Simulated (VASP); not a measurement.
# TiCu6O8 (a cell with a defect) in VASP: further runs

TiCu6O8 (a cell with a defect) is run at these levels: PBE+D3(BJ); tasks: single point.

Program: VASP 6.6.1. These are calculated values, not measurements. Logs are shortened: lines on timing, memory, paths and dates and some standing lists are left out, and cuts for length are marked.

## Step 1: The cell of the first run

The cell holds a defect, 15 atoms: a = 5.808 Å, b = 5.808 Å, c = 5.132 Å, α = 97.78°, β = 97.78°, γ = 72.32°.

## Step 2: Single point, PBE+D3(BJ)

Input file INCAR:

```
SYSTEM = TiCu6O8
PREC     = Accurate       ! precision mode
ENCUT    = 520            ! plane-wave cutoff, eV
EDIFF    = 1E-7           ! SCF threshold, eV
ISMEAR   = -1             ! smearing method
SIGMA    = 0.02           ! smearing width, eV
LREAL    = Auto         
LASPH    = .True.         ! aspherical terms in the spheres
NELM     = 100            ! most SCF steps
ALGO     = Normal         ! electronic algorithm
ISIF     = 2              ! what is computed and relaxed
LWAVE    = .False.        ! write WAVECAR
LCHARG   = .False.        ! write CHGCAR
GGA      = PE             ! functional
IVDW     = 12             ! dispersion correction
NBANDS   = 76             ! bands
```

Input file KPOINTS:

```
Automatic mesh
0
Gamma
  3 3 3
  0 0 0
```

Input file POSCAR:

```
TiCu6O8
1.0
    4.6893000000     -3.4268000000      0.0000000000
    4.6893000000      3.4268000000      0.0000000000
   -0.8605540000      0.0000000000      5.0594360000
Cu O Ti
6 8 1
Direct
    0.0255118693      0.1757771314     -0.0712395611
   -0.0596534519      0.9134964255      0.2650174842
    0.2539895753      0.4853835872      0.4819076672
    0.5161731547      0.2480110209     -0.0187497183
    0.4735336444      0.7353335744     -0.0075822681
    0.7473822592      0.4835787107      0.5037025866
    0.3139941824      0.1941926183      0.2289599078
    0.2526331835      0.2441661005      0.7146185859
    0.2701974473      0.7205047311      0.2461434437
    0.2250340459      0.7920370808      0.7111100921
    0.8014135871      0.2468049143      0.2099194456
    0.7169588678      0.2496345419      0.7117362489
    0.6965230945      0.7574277286      0.2907994093
    0.6743890394      0.7712537528      0.7559917746
    0.4164816357     -0.0635884005      0.5089085028
```

Potentials or basis: VASP PAW PBE potentials, release 64 (Cu, O, Ti_sv).

Run with:

```
> cat potpaw_PBE.64/Cu/POTCAR potpaw_PBE.64/O/POTCAR potpaw_PBE.64/Ti_sv/POTCAR > POTCAR
> mpirun -np 1 vasp_std > vasp.out
```

OUTCAR:

```text
SYSTEM = TiCu6O8
   PREC = Accurate
   ENCUT = 520
   EDIFF = 1E-7
   ISMEAR = -1
   LREAL = Auto
   LASPH = .True.
   NELM = 100
   ISIF = 2
   GGA = PE
   IVDW = 12
 IVDW          = 12

 ion  position               nearest neighbor table
   1  0.026  0.176  0.929-  12 1.94   8 1.98  11 1.99   7 2.13  10 2.38   2 2.64
   2  0.940  0.913  0.265-  11 1.90   9 1.91  13 1.93   1 2.64
   3  0.254  0.485  0.482-   7 1.96   8 1.96  10 1.97   9 1.97
   4  0.516  0.248  0.981-  11 1.89   8 1.91  12 1.93   7 1.96   5 2.76
   5  0.474  0.735  0.992-  14 1.86  13 1.88  10 1.88   9 1.90   4 2.76  15 2.77  15 2.82
   6  0.747  0.484  0.504-  11 1.89  12 1.90  14 1.94  13 1.98  15 2.75
   7  0.314  0.194  0.229-   4 1.96   3 1.96  15 2.11   1 2.13
   8  0.253  0.244  0.715-   4 1.91   3 1.96   1 1.98  15 1.99
   9  0.270  0.721  0.246-   5 1.90   2 1.91   3 1.97  15 2.00
  10  0.225  0.792  0.711-   5 1.88   3 1.97  15 2.03   1 2.38
  11  0.801  0.247  0.210-   6 1.89   4 1.89   2 1.90   1 1.99
  12  0.717  0.250  0.712-   6 1.90   4 1.93   1 1.94
  13  0.697  0.757  0.291-   5 1.88   2 1.93   6 1.98  15 2.03
  14  0.674  0.771  0.756-   5 1.86  15 1.93   6 1.94
  15  0.416  0.936  0.509-  14 1.93   8 1.99   9 2.00  13 2.03  10 2.03   7 2.11   6 2.75   5 2.77
                             5 2.82

  LATTYP: Found a base centered monoclinic cell.
 ALAT       =     9.3786000000
 B/A-ratio  =     0.7307700510
 C/A-ratio  =     0.5472138222
 COS(beta)  =    -0.1676806911

  Lattice vectors:

 A1 = (   4.6893000000,  -3.4268000000,   0.0000000000)
 A2 = (   4.6893000000,   3.4268000000,   0.0000000000)
 A3 = (  -0.8605540000,   0.0000000000,   5.0594360000)

Analysis of symmetry for initial positions (statically):
=====================================================================
 Subroutine PRICEL returns:
 Original cell was already a primitive cell.

 Routine SETGRP: Setting up the symmetry group for a
 base centered monoclinic supercell.

 Subroutine GETGRP returns: Found  1 space group operations
 (whereof  1 operations were pure point group operations)
 out of a pool of  4 trial point group operations.

The static configuration has the point symmetry C_1 .

Analysis of symmetry for dynamics (positions and initial velocities):
=====================================================================
 Subroutine PRICEL returns:
 Original cell was already a primitive cell.

 Routine SETGRP: Setting up the symmetry group for a
[... 137 lines left out ...]
   EFERMI_NEDOS =   21; number of points for ismear=-14 and -15
   IALGO  =     38    algorithm
   IMIX   =      4    mixing-type and parameters
     AMIX     =   0.40;   BMIX     =  1.00
     AMIX_MAG =   1.60;   BMIX_MAG =  1.00
  volume/ion in A,a.u.               =      10.84        73.15
  Fermi-wavevector in a.u.,A,eV,Ry     =   1.503680  2.841543 30.763496  2.261053
  Thomas-Fermi vector in A             =   2.614759
   LORBIT       =      0    0 simple, 1 ext, 2 COOP (PROOUT), +10 PAW based schemes
   GGA     = PE    functional components
   LHFCALC =     F    Hartree Fock is set to
   AEXX    =    0.0000 exact exchange contribution
   IVDW    =    12    specifies the selected vdW correction
   LEPSILON=     F    determine dielectric tensor
   LRPA    =     F    only Hartree local field effects (RPA)
 non-spin polarized calculation
  energy-cutoff  :      520.00
  volume of cell :      162.60
 maximum number of plane-waves:      4393
 NGX is ok and might be reduce to    48
   NGX = 21   NGY = 21   NGZ = 19

 number of electron     126.0000008 magnetization

 Free energy of the ion-electron system (eV)
  ---------------------------------------------------
  ext. energy  EPLUGINS =         0.00000000
  ---------------------------------------------------
  free energy    TOTEN  =       -83.58840495 eV

  energy without entropy =      -83.58393881  energy(sigma->0) =      -83.58617188

 E-fermi :   4.9955     XC(G=0): -11.3390

 val. band max:        4.9275896554   @ k =  -0.3333   0.3333  -0.3333
 cond. band min:       5.0073546509   @ k =   0.3333   0.3333   0.3333
 fundamental gap:      0.0797649956
 Fermi energy:         4.9954998155

 k-point     1 :       0.0000    0.0000    0.0000
  band No.  band energies     occupation
      1     -52.7958      2.00000
      2     -29.1353      2.00000
      3     -29.0693      2.00000
      4     -29.0321      2.00000
      5     -14.7704      2.00000
      6     -14.0135      2.00000
[... 1081 lines left out ...]
     74      10.6125      0.00000
     75      10.8537      0.00000
 [bands above 75 left out]

------------------------ aborting loop because EDIFF is reached ----------------------------------------

 Edisp (eV)   -3.86227

 E8    (eV) :    -1.4891

  FORCE on cell =-STRESS in cart. coord.  units (eV):
  Direction    XX          YY          ZZ          XY          YZ          ZX
  --------------------------------------------------------------------------------------
  -------------------------------------------------------------------------------------
  Total      -1.16338     0.32076     4.43835    -1.35324    -0.28746    -1.39800
  in kB     -11.46311     3.16053    43.73239   -13.33388    -2.83241   -13.77496
  external pressure =       11.81 kB  Pullay stress =        0.00 kB

 VOLUME and BASIS-vectors are now :
 -----------------------------------------------------------------------------
  energy-cutoff  :      520.00
  volume of cell :      162.60
      direct lattice vectors                 reciprocal lattice vectors
     4.689300000 -3.426800000  0.000000000     0.106625722 -0.145908720  0.018135854
     4.689300000  3.426800000  0.000000000     0.106625722  0.145908720  0.018135854
    -0.860554000  0.000000000  5.059436000     0.000000000  0.000000000  0.197650489

 POSITION                                       TOTAL-FORCE (eV/Angst)
 -----------------------------------------------------------------------------------
      0.14466      0.51493      4.69900         0.422278      0.135090      0.512810
      8.46516     -0.09201      1.34084        -0.157263     -0.016791      0.082904
      3.05244      0.79294      2.43818        -0.011793     -0.012142     -0.059730
      2.73907     -0.91894      4.96457         0.013019     -0.044571     -0.034156
      4.81471      0.89714      5.02107        -0.078724      0.015628     -0.042337
      5.33888     -0.90400      2.54845         0.007990     -0.040703     -0.009556
      2.18601     -0.41054      1.15841        -0.115901      0.012293     -0.110946
      1.71467     -0.02902      3.61557         0.041691      0.013384     -0.077137
      4.43388      1.54311      1.24535        -0.085907     -0.018270     -0.085055
      4.15740      1.94301      3.59782        -0.012187      0.127432     -0.112258
      4.73476     -1.90053      1.06207         0.022511     -0.066197     -0.006839
      3.92016     -1.60143      3.60098         0.054965     -0.118473     -0.002386
      6.56776      0.20871      1.47128        -0.075656      0.005362     -0.012573
      6.12848      0.33194      3.82489         0.051255     -0.006053     -0.008239
      5.90618      1.78170      2.57479        -0.076279      0.014012     -0.034503
 -----------------------------------------------------------------------------------
    total drift:                                0.001648      0.001081     -0.004325

  FREE ENERGIE OF THE ION-ELECTRON SYSTEM (eV)
  ---------------------------------------------------
  free  energy   TOTEN  =       -87.4506759491 eV

  energy  without entropy=      -87.4462098004  energy(sigma->0) =      -87.44844287
```

OSZICAR:

```text
N       E                     dE             d eps       ncg     rms          rms(c)
DAV:   1     0.182368616544E+04    0.18237E+04   -0.55572E+04  2136   0.248E+03
[... 17 lines left out ...]
DAV:  19    -0.835883859757E+02    0.22766E-04   -0.42086E-04  3352   0.274E-01    0.312E-02
DAV:  20    -0.835884023264E+02   -0.16351E-04   -0.13477E-04  3560   0.141E-01    0.236E-02
DAV:  21    -0.835884054438E+02   -0.31173E-05   -0.38537E-05  3240   0.961E-02    0.915E-03
DAV:  22    -0.835884050035E+02    0.44029E-06   -0.88098E-06  3128   0.454E-02    0.708E-03
DAV:  23    -0.835884049965E+02    0.69340E-08   -0.43343E-06  2960   0.390E-02    0.472E-03
DAV:  24    -0.835884050274E+02   -0.30876E-07   -0.21496E-06  3096   0.222E-02    0.256E-03
DAV:  25    -0.835884049546E+02    0.72783E-07   -0.18187E-07  1360   0.829E-03
   1 F= -.87450676E+02 E0= -.87448443E+02  d E =-.446615E-02
```

It took 15 min on 1 thread of Oxide Virtual Turin-like, shared host; peak memory 0.32 GiB.

Results:

| Quantity | Value |
| --- | --- |
| Free energy | -87.4507 eV |
| Pressure | 1.2 GPa |
| Largest force | 0.678 eV/Å |
| Band gap on the k mesh | zero (bands 63 and 64 overlap by 0.55 eV) |
| Dispersion energy per atom | -0.257 eV |

Forces on the atoms (eV/Å):
```
Cu   0.422  0.135  0.513
Cu  -0.157 -0.017  0.083
Cu  -0.012 -0.012 -0.060
Cu   0.013 -0.045 -0.034
Cu  -0.079  0.016 -0.042
Cu   0.008 -0.041 -0.010
O   -0.116  0.012 -0.111
O    0.042  0.013 -0.077
O   -0.086 -0.018 -0.085
O   -0.012  0.127 -0.112
O    0.023 -0.066 -0.007
O    0.055 -0.118 -0.002
O   -0.076  0.005 -0.013
O    0.051 -0.006 -0.008
Ti  -0.076  0.014 -0.035
```

Stress tensor (GPa, compression positive):
```
-1.15 -1.33 -1.38
-1.33  0.32 -0.28
-1.38 -0.28  4.37
```

Caveat: the k points lie up to 0.41 Å⁻¹ apart, too coarse for converged energies and pressures of a metal; semilocal functionals often make such compounds metallic where correlation or magnetic order opens a gap, which also shifts bond lengths.

## Step 3: Single point, PBE+D3(BJ)

Input file INCAR:

```
ALGO = Normal ; EDIFF = 1E-7
ENCUT = 520 ; GGA = PE
ISIF = 2 ; ISMEAR = -1
IVDW = 12 ; LASPH = True
LCHARG = True ; LELF = True
LREAL = Auto ; LVHAR = True
LWAVE = False ; NBANDS = 76
NELM = 60 ; PREC = Accurate
SIGMA = 0.02
```

Input file KPOINTS:

```
k-points
0
Gamma
  3 3 3
```

Input file POSCAR:

```
TiCu6O8
1.0
    4.6893000000     -3.4268000000      0.0000000000
    4.6893000000      3.4268000000      0.0000000000
   -0.8605540000      0.0000000000      5.0594360000
Cu O Ti
6 8 1
Direct
    0.0519462825      0.2233691843     -0.0375027968
   -0.0982846650      0.9461395792      0.4198877108
    0.2450200515      0.4801516611      0.4592375514
    0.5570121449      0.2189889162     -0.0359073620
    0.4278442131      0.7331541232     -0.0246997887
    0.7418065966      0.4863081724      0.4919000853
    0.3330765308      0.1916130663      0.2209645502
    0.2720275113      0.2390080763      0.7088796063
    0.2123213630      0.7389569997      0.2217172033
    0.1813730314      0.7852755060      0.6834178750
    0.8295375684      0.2323760766      0.2137584110
    0.7763314985      0.2325714308      0.7076470579
    0.6621458525      0.7529629413      0.2776451763
    0.6317416139      0.7665668152      0.7406562708
    0.3817001708     -0.0750428548      0.4819989817
```

Potentials or basis: VASP PAW PBE potentials, release 64 (Cu, O, Ti_sv).

Run with:

```
> cat potpaw_PBE.64/Cu/POTCAR potpaw_PBE.64/O/POTCAR potpaw_PBE.64/Ti_sv/POTCAR > POTCAR
> mpirun -np 1 vasp_std > vasp.out
```

Run time: 16 min. Hardware: 1 thread of Oxide Virtual Turin-like, shared host; peak memory 0.33 GiB.

It converged, with:

* Free energy: -87.9337 eV
* Pressure: 1.5 GPa
* Largest force: 0.069 eV/Å
* Band gap on the k mesh: zero (bands 63 and 64 overlap by 0.53 eV)
* Dispersion energy per atom: -0.257 eV

Forces in eV/Å, atoms in the order of the input:
```
Cu   0.002 -0.007 -0.009
Cu   0.003  0.012  0.005
Cu  -0.011  0.004 -0.001
Cu  -0.015 -0.011  0.003
Cu  -0.013 -0.011  0.004
Cu   0.011 -0.016  0.008
O   -0.018 -0.061  0.005
O   -0.004  0.035 -0.010
O   -0.056  0.028 -0.009
O   -0.006  0.049  0.021
O    0.009 -0.026  0.008
O   -0.046  0.004 -0.019
O    0.032 -0.017 -0.025
O    0.066 -0.019  0.011
Ti   0.046  0.036  0.010
```

Stress tensor (GPa, compression positive):
```
-1.09 -1.17 -0.11
-1.17  0.43  0.15
-0.11  0.15  5.08
```

Levels at points of the mesh, in eV from the Fermi level:
```tsv
k point	band 61	band 62	band 63	band 64	band 65	band 66
(0.00, 0.00, 0.00)	-0.69	-0.37	0.40	0.52	0.70	0.90
```

Caveat: the k points lie up to 0.41 Å⁻¹ apart, too coarse for converged energies and pressures of a metal; semilocal functionals often make such compounds metallic where correlation or magnetic order opens a gap, which also shifts bond lengths. With open d or f shells a metallic result of PBE can be an artefact of self-interaction; +U or a hybrid may open a gap.

The gap in the log of VASP goes by the Fermi energy; the results here count the filled bands.